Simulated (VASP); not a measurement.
# Sn (I4_1/amd) in VASP: a series of runs

Sn is run at these levels: PBE, PBEsol; tasks: relaxation of cell and atoms, single point.

All numbers are computed with VASP 6.6.1; they aren't measurements. Logs are shortened: lines on timing, memory, paths and dates and some standing lists are left out, and cuts for length are marked.

## 1. The cell of the first run

The structure is tetragonal, space group I4_1/amd (No. 141). The conventional cell has a = 5.880 Å, b = 5.880 Å, c = 3.199 Å, α = 90.00°, β = 90.00°, γ = 90.00°. Sn (site symmetry -4m2) has 10 Sn at 3.05 to 3.79 Å within 4.0 Å.

## 2. Relaxation of cell and atoms, PBE, target pressure 20 GPa, at which the enthalpy is minimised

The input, INCAR:

```
SYSTEM = Sn
ALGO = Fast
EDIFF = 1E-6
EDIFFG = -0.01
ENCUT = 600
GGA = PE
IBRION = 2
ISIF = 3
ISMEAR = -1
LASPH = .TRUE.
LCHARG = .FALSE.
LREAL = .FALSE.
LWAVE = .FALSE.
NELM = 100
NSW = 60
PREC = Accurate
PSTRESS = 200.0
SIGMA = 0.05
```

The input, KPOINTS:

```
k-points
0
G
  9 9 9
  0 0 0
```

The input, POSCAR:

```
Sn
1.0
   -2.9401404553      2.9401404553      1.5993019889
    2.9401404553     -2.9401404553      1.5993019889
    2.9401404553      2.9401404553     -1.5993019889
Sn
2
Direct
    0.0000000000      0.0000000000      0.0000000000
    0.7500000000      0.2500000000      0.5000000000
```

Potentials or basis: VASP PAW PBE potentials, release 64 (Sn_d).

Run with:

```sh
cat potpaw_PBE.64/Sn_d/POTCAR > POTCAR
mpirun -np 1 vasp_std > vasp.out
```

OUTCAR:

```text
SYSTEM = Sn
   EDIFF = 1E-6
   EDIFFG = -0.01
   ENCUT = 600
   GGA = PE
   IBRION = 2
   ISIF = 3
   ISMEAR = -1
   LASPH = .TRUE.
   LREAL = .FALSE.
   NELM = 100
   NSW = 60
   PREC = Accurate
   PSTRESS = 200.0

 ion  position               nearest neighbor table
   1  0.000  0.000  0.000-   2 3.05   2 3.05   2 3.05   2 3.05
   2  0.750  0.250  0.500-   1 3.05   1 3.05   1 3.05   1 3.05

  LATTYP: Found a body centered tetragonal cell.
 ALAT       =     5.8802809106
 C/A-ratio  =     0.5439542815

  Lattice vectors:

 A1 = (  -2.9401404553,   2.9401404553,   1.5993019889)
 A2 = (   2.9401404553,  -2.9401404553,   1.5993019889)
 A3 = (   2.9401404553,   2.9401404553,  -1.5993019889)

Analysis of symmetry for initial positions (statically):
=====================================================================
 Subroutine PRICEL returns:
 Original cell was already a primitive cell.

 Routine SETGRP: Setting up the symmetry group for a
 body centered tetragonal supercell.

 Subroutine GETGRP returns: Found 16 space group operations
 (whereof  8 operations were pure point group operations)
 out of a pool of 16 trial point group operations.

The static configuration has the point symmetry D_2d.
 The point group associated with its full space group is D_4h.

Analysis of symmetry for dynamics (positions and initial velocities):
=====================================================================
 Subroutine PRICEL returns:
 Original cell was already a primitive cell.

 Routine SETGRP: Setting up the symmetry group for a
 body centered tetragonal supercell.

 Subroutine GETGRP returns: Found 16 space group operations
 (whereof  8 operations were pure point group operations)
 out of a pool of 16 trial point group operations.

The dynamic configuration has the point symmetry D_2d.
 The point group associated with its full space group is D_4h.

 Subroutine INISYM returns: Found 16 space group operations
 (whereof  8 operations are pure point group operations),
 and found     1 'primitive' translations

----------------------------------------------------------------------------------------

                                     Primitive cell

  volume of cell :      55.3002

  direct lattice vectors                    reciprocal lattice vectors
    -2.940140455  2.940140455  1.599301989     0.000000000  0.170059903  0.312636390
     2.940140455 -2.940140455  1.599301989     0.170059903  0.000000000  0.312636390
     2.940140455  2.940140455 -1.599301989     0.170059903  0.170059903  0.000000000

  length of vectors
     4.454954393  4.454954393  4.454954393     0.355895888  0.355895888  0.240501021

  position of ions in fractional coordinates (direct lattice)
     0.000000000  0.000000000  0.000000000
     0.750000000  0.250000000  0.500000000

  ion indices of the primitive-cell ions
   primitive index   ion index
                 1           1
                 2           2

----------------------------------------------------------------------------------------

 KPOINTS: k-points

Automatic generation of k-mesh.
 Grid dimensions read from file:
 generate k-points for:    9    9    9

 Generating k-lattice:

  Cartesian coordinates                     Fractional coordinates (reciprocal lattice)
     0.000000000  0.018895545  0.034737377     0.111111111 -0.000000000  0.000000000
     0.018895545  0.000000000  0.034737377    -0.000000000  0.111111111  0.000000000
     0.018895545  0.018895545  0.000000000     0.000000000  0.000000000  0.111111111

  Length of vectors
     0.039543988  0.039543988  0.026722336

  Shift w.r.t. Gamma in fractional coordinates (k-lattice)
     0.000000000  0.000000000  0.000000000

 Subroutine IBZKPT returns following result:
 ===========================================

 Found     75 irreducible k-points:

 Following reciprocal coordinates:
            Coordinates               Weight
  0.000000  0.000000  0.000000      1.000000
  0.111111 -0.000000  0.000000      8.000000
  0.222222 -0.000000  0.000000      8.000000
  0.333333 -0.000000  0.000000      8.000000
  0.444444 -0.000000  0.000000      8.000000
  0.111111  0.111111  0.000000      8.000000
[... 16 lines left out ...]
 -0.333333  0.333333  0.000000      4.000000
  0.444444  0.444444 -0.000000      8.000000
 [... further k-points ...]
   k-points           NKPTS =     75   k-points in BZ     NKDIM =     75   number of bands    NBANDS=     18
   number of dos      NEDOS =    301   number of ions     NIONS =      2
   total plane-waves  NPLWV =  46656
   dimension x,y,z NGX =    36 NGY =   36 NGZ =   36
   dimension x,y,z NGXF=    72 NGYF=   72 NGZF=   72
   ions per type =               2
   NGX,Y,Z   is equivalent  to a cutoff of  13.43, 13.43, 13.43 a.u.
   NGXF,Y,Z  is equivalent  to a cutoff of  26.87, 26.87, 26.87 a.u.
 SYSTEM =  Sn
   PREC   = accura    normal or accurate (medium, high low for compatibility)
   ISTART =      0    job   : 0-new  1-cont  2-samecut
   ICHARG =      2    charge: 1-file 2-atom 10-const
   ISPIN  =      1    spin polarized calculation?
   LNONCOLLINEAR =      F non collinear calculations
   LSORBIT =      F    spin-orbit coupling
   LASPH  =      T    aspherical Exc in radial PAW
   ENCUT  =  600.0 eV  44.10 Ry    6.64 a.u.   8.90  8.90  8.90*2*pi/ulx,y,z
   NELM   =    100;   NELMIN=  2; NELMDL= -5     # of ELM steps
   EDIFF  = 0.1E-05   stopping-criterion for ELM
   LREAL  =      F    real-space projection
   EDIFFG = -.1E-01   stopping-criterion for IOM
   NSW    =     60    number of steps for IOM
   IBRION =      2    ionic relax: 0-MD 1-quasi-New 2-CG
   NFREE  =      1    steps in history (QN), initial steepest desc. (CG)
   ISIF   =      3    stress and relaxation
   ISYM   =      2    0-nonsym 1-usesym 2-fastsym
   POTIM  = 0.5000    time-step for ionic-motion
   TEBEG  =    0.0;   TEEND  =   0.0 temperature during run
   PSTRESS=  200.0 pullay stress
   NELECT =      28.0000    total number of electrons
   NUPDOWN=      -1.0000    fix difference up-down
   EMIN   =  10.00;   EMAX   =-10.00  energy-range for DOS
   EFERMI =   0.00;   METHOD = LEGACY
   ISMEAR =    -1;   SIGMA  =   0.05  broadening in eV -4-tet -1-fermi 0-gaus
   EFERMI_NEDOS =   21; number of points for ismear=-14 and -15
   IALGO  =     68    algorithm
   IMIX   =      4    mixing-type and parameters
     AMIX     =   0.40;   BMIX     =  1.00
     AMIX_MAG =   1.60;   BMIX_MAG =  1.00
  volume/ion in A,a.u.               =      27.65       186.59
  Fermi-wavevector in a.u.,A,eV,Ry     =   1.304824  2.465760 23.164816  1.702566
  Thomas-Fermi vector in A             =   2.435734
   LORBIT       =      0    0 simple, 1 ext, 2 COOP (PROOUT), +10 PAW based schemes
   GGA     = PE    functional components
   LHFCALC =     F    Hartree Fock is set to
   AEXX    =    0.0000 exact exchange contribution
   IVDW    =     0    specifies the selected vdW correction
   LEPSILON=     F    determine dielectric tensor
   LRPA    =     F    only Hartree local field effects (RPA)
 conjugate gradient relaxation of ions
 non-spin polarized calculation
 RMM-DIIS sequential band-by-band and
  energy-cutoff  :      600.00
  volume of cell :       55.30
 maximum number of plane-waves:      1880
   NGX = 17   NGY = 17   NGZ = 17

--------------------------------------- Ionic step        1  -------------------------------------------

 number of electron      27.9999989 magnetization

 Free energy of the ion-electron system (eV)
  ---------------------------------------------------
  ext. energy  EPLUGINS =         0.00000000
  ---------------------------------------------------
  free energy    TOTEN  =        -7.60130692 eV

  energy without entropy =       -7.59383588  energy(sigma->0) =       -7.59757140

 E-fermi :   7.7570     XC(G=0): -10.2173

 val. band max:        7.7387419740   @ k =   0.4444   0.3333   0.0000
 cond. band min:       7.7575846229   @ k =  -0.2222  -0.2222   0.1111
 fundamental gap:      0.0188426489
 Fermi energy:         7.7569953901

 k-point     1 :       0.0000    0.0000    0.0000
  band No.  band energies     occupation
      1     -13.8843      2.00000
      2     -13.8083      2.00000
      3     -13.7640      2.00000
      4     -13.7558      2.00000
      5     -13.6137      2.00000
      6     -13.6137      2.00000
[... 10 lines left out ...]
     17      13.8789      0.00000
     18      14.5907      0.00000
[... 466 lines left out ...]
      2     -13.7900      2.00000
      3     -13.7319      2.00000
      4     -13.7301      2.00000
      5     -13.6408      2.00000
      6     -13.6342      2.00000
[... 10 lines left out ...]
     17      11.5900      0.00000
     18      12.4408      0.00000

 [... further k-points ...]
[... 5 lines left out ...]
  --------------------------------------------------------------------------------------
  -------------------------------------------------------------------------------------
  Total        0.5265931      0.5265931      0.3767596      0.0000000      0.0000000      0.0000000
  in kB       15.2566482     15.2566482     10.9156156      0.0000000      0.0000000      0.0000000
  external PRESSURE =    -186.1903627 kB  Pullay stress =     200.0000000 kB
[... 93 lines left out ...]
  FREE ENERGIE OF THE ION-ELECTRON SYSTEM (eV)
  ---------------------------------------------------
  free  energy   TOTEN  =        -7.0922462632 eV

  energy  without entropy=       -7.0849989369  energy(sigma->0) =       -7.08862260

  enthalpy is  TOTEN    =        -1.4122582519 eV   P V=        5.6799880113

[... ionic steps 4 to 9 ...]

--------------------------------------- Ionic step       10  -------------------------------------------

 number of electron      28.0000008 magnetization

------------------------ aborting loop because EDIFF is reached ----------------------------------------

  FORCE on cell =-STRESS in cart. coord.  units (eV):
  Direction    XX          YY          ZZ          XY          YZ          ZX
  --------------------------------------------------------------------------------------
  -------------------------------------------------------------------------------------
  Total        5.6267797      5.6267797      5.6100630      0.0000000      0.0000000      0.0000000
  in kB      201.2145519    201.2145519    200.6167589      0.0000000      0.0000000      0.0000000
  external PRESSURE =       1.0152876 kB  Pullay stress =     200.0000000 kB
[... 61 lines left out ...]
  enthalpy is  TOTEN    =        -1.4195036905 eV   P V=        5.5953350609

--------------------------------------- Ionic step       12  -------------------------------------------

 number of electron      28.0000008 magnetization

 Free energy of the ion-electron system (eV)
  ---------------------------------------------------
  ext. energy  EPLUGINS =         0.00000000
  ---------------------------------------------------
  free energy    TOTEN  =        -7.01360049 eV

  energy without entropy =       -7.00846224  energy(sigma->0) =       -7.01103137

 E-fermi :  10.6423     XC(G=0): -11.2408

 val. band max:       10.6245097286   @ k =   0.4444   0.4444  -0.0000
 cond. band min:      10.6668302088   @ k =   0.3333   0.3333   0.0000
 fundamental gap:      0.0423204802
 Fermi energy:        10.6423477487

 k-point     1 :       0.0000    0.0000    0.0000
  band No.  band energies     occupation
      1     -11.4537      2.00000
      2     -11.3409      2.00000
      3     -11.2659      2.00000
      4     -11.2642      2.00000
      5     -10.9507      2.00000
      6     -10.9507      2.00000
[... 10 lines left out ...]
     17      17.6000      0.00000
     18      19.2276      0.00000
[... 466 lines left out ...]
      2     -11.3005      2.00000
      3     -11.1777      2.00000
      4     -11.1737      2.00000
      5     -11.0255      2.00000
      6     -11.0136      2.00000
[... 10 lines left out ...]
     17      15.1851      0.00000
     18      16.1533      0.00000

 [... further k-points ...]
[... 5 lines left out ...]
  --------------------------------------------------------------------------------------
  -------------------------------------------------------------------------------------
  Total        5.5908515      5.5908515      5.5743739      0.0000000      0.0000000      0.0000000
  in kB      199.8840693    199.8840693    199.2949606      0.0000000      0.0000000      0.0000000
  external PRESSURE =      -0.3123002 kB  Pullay stress =     200.0000000 kB
[... 17 lines left out ...]
  FREE ENERGIE OF THE ION-ELECTRON SYSTEM (eV)
  ---------------------------------------------------
  free  energy   TOTEN  =        -7.0136004941 eV

  energy  without entropy=       -7.0084622414  energy(sigma->0) =       -7.01103137

  enthalpy is  TOTEN    =        -1.4195063273 eV   P V=        5.5940941668

 reached required accuracy - stopping structural energy minimisation
```

Run time: 10 min. Hardware: 1 thread of Intel Xeon Platinum 8259CL at 2.50GHz (Skylake/Cascade Lake), shared host; peak memory 0.26 GiB.

What came out:

```yaml
Free_energy: -7.0136 eV
Relaxed_volume: 22.41 Å³/atom
Relaxed_cell: a = 4.168 Å, b = 4.168 Å, c = 4.168 Å, α = 97.19°, β = 97.19°, γ = 138.57°
Space_group_after_relaxing_to_0.1_Å: I4_1/amd (No. 141)
Energy_change_on_relaxing_the_run_minimises_the_enthalpy: +293.9 meV/atom
Ionic_steps: 12
Pressure_after_relaxing: 20.0 GPa
Band_gap_on_the_k_mesh: zero (bands 14 and 15 overlap by 5.05 eV)
```

Step by step:
```csv
step,energy change (eV),largest force (eV/Å),pressure (GPa),volume (Å³)
1,0.0000,0.0000,1.38,55.30
2,4.0098,0.0000,92.44,33.36
3,0.5091,0.0000,17.99,45.50
4,0.5662,0.0000,19.38,45.01
5,0.5924,0.0000,20.07,44.80
6,0.5920,0.0000,20.08,44.78
7,0.5928,0.0000,20.10,44.77
8,0.5928,0.0000,20.10,44.77
9,0.5817,0.0000,19.80,44.86
10,0.5890,0.0000,20.10,44.80
11,0.5865,0.0000,19.90,44.82
12,0.5877,0.0000,19.97,44.81
```

Final structure:
```yaml
crystal:
  lattice:
    - [-2.75656, 2.75656, 1.47440]
    - [2.75656, -2.75656, 1.47440]
    - [2.75656, 2.75656, -1.47440]
  atoms:
    - { symbol: Sn, position: [0.00000, 0.00000, 0.00000] }
    - { symbol: Sn, position: [0.75000, 0.25000, 0.50000] }
```

Caveat: the cell is relaxed towards a set pressure, so the run minimises the enthalpy, not the energy; the volume moved by over 15 % at a fixed basis, so the end points are rough; spin-orbit coupling is left out, which moves the levels of the heavy elements.

## 3. Relaxation of cell and atoms, PBE, target pressure 30 GPa, at which the enthalpy is minimised

The input, INCAR:

```
SYSTEM = Sn
  ALGO = Normal
  EDIFF = 1E-7
  EDIFFG = -0.01
  ENCUT = 600
  GGA = PE
  IBRION = 2
  ISIF = 3
  ISMEAR = -1
  LASPH = .True.
  LCHARG = .False.
  LREAL = .False.
  LWAVE = .False.
  NELM = 80
  NSW = 60
  PREC = Accurate
  PSTRESS = 300.0
  SIGMA = 0.05
```

The input, KPOINTS:

```
k-points
0
Gamma
  9 9 9
  0 0 0
```

POSCAR is that of step 2.

Potentials or basis: VASP PAW PBE potentials, release 64 (Sn_d).

Run with:

```sh
cat potpaw_PBE.64/Sn_d/POTCAR > POTCAR
mpirun -np 1 vasp_std > vasp.out
```

Run time: 9.2 min. Hardware: 1 thread of Intel Xeon Platinum 8259CL at 2.50GHz (Skylake/Cascade Lake), shared host; peak memory 0.27 GiB.

The run converged. Its results:

```
Free energy                                                : -6.5748 eV
Relaxed volume                                             : 20.98 Å³/atom
Relaxed cell                                               : a = 4.078 Å, b = 4.078 Å, c = 4.078 Å, α = 97.18°, β = 97.18°, γ = 138.58°
Space group after relaxing (to 0.1 Å)                      : I4_1/amd (No. 141)
Energy change on relaxing (the run minimises the enthalpy) : +513.2 meV/atom
Ionic steps                                                : 12
Pressure after relaxing                                    : 30.0 GPa
Band gap on the k mesh                                     : zero (bands 14 and 15 overlap by 5.52 eV)
```

The path:
| step | energy change (eV) | largest force (eV/Å) | pressure (GPa) | volume (Å³) |
| --- | --- | --- | --- | --- |
| 1 | 0.0000 | 0.0000 | 1.38 | 55.30 |
| 2 | 13.8676 | 0.0000 | 308.12 | 24.44 |
| 3 | 0.7117 | 0.0000 | 22.77 | 43.91 |
| 4 | 0.8700 | 0.0000 | 26.33 | 42.87 |
| 5 | 1.0426 | 0.0000 | 30.11 | 41.89 |
| 6 | 0.9974 | 0.0000 | 29.13 | 42.13 |
| 7 | 0.9996 | 0.0000 | 29.27 | 42.12 |
| 8 | 1.0071 | 0.0000 | 29.58 | 42.07 |
| 9 | 1.0039 | 0.0000 | 29.49 | 42.09 |
| 10 | 1.0052 | 0.0000 | 29.53 | 42.08 |
| 11 | 1.0826 | 0.0000 | 31.22 | 41.67 |
| 12 | 1.0265 | 0.0000 | 30.00 | 41.97 |

Final structure:
```xyz
2
Lattice="-2.6972 2.6972 1.4422 2.6972 -2.6972 1.4422 2.6972 2.6972 -1.4422" Properties=species:S:1:pos:R:3 pbc="T T T"
Sn    0.0000    0.0000    0.0000
Sn    0.0000    2.6972    0.7211
```

Levels at points of the mesh, in eV from the Fermi level:
```csv
k point,band 10,band 11,band 12,band 13,band 14,band 15,band 16,band 17,band 18
"(0.00, 0.00, 0.00)",-21.30,-13.39,-3.06,-2.90,-2.90,2.42,7.28,7.28,9.12
```

Caveat: the cell is relaxed towards a set pressure, so the run minimises the enthalpy, not the energy; the volume moved by over 15 % at a fixed basis, so the end points are rough; spin-orbit coupling is left out, which moves the levels of the heavy elements.

(Part 1 of 2 ends here.)

The gap in the log of VASP goes by the Fermi energy; the results here count the filled bands.